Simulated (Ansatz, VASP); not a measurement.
Hf in VASP and in Ansatz

```
Hf
1.0
     0.00000    2.24273    2.24273
     2.24273    0.00000    2.24273
     2.24273    2.24273    0.00000
Hf
1
Direct
  0.00000 0.00000 0.00000
```

Alike in both runs: functional PBE; k mesh 15 × 15 × 15; occupations fermi-dirac, width 0.05 eV; no spin polarisation.

Ansatz relaxed the structure, and its values are those at the end. VASP's run is a single point on that final structure, the one shown.

```csv
,VASP,Ansatz
version,VASP 6.6.1,Ansatz 0.2.0
potentials or method,"VASP PAW PBE potentials, release 64 (Hf_pv)","PAW with Ansatz's default frozen-core files, scalar-relativistic"
plane-wave cutoff (eV),520,420
valence electrons in the cell,10,26
```

```tsv
	VASP	Ansatz	Ansatz less VASP
pressure (GPa)	-0.4	0.0	+0.44
```

VASP's potentials hold 10 valence electrons a cell and Ansatz's 26, so a difference there can come from the potentials and not from the codes.

Neither program's run includes spin-orbit coupling.
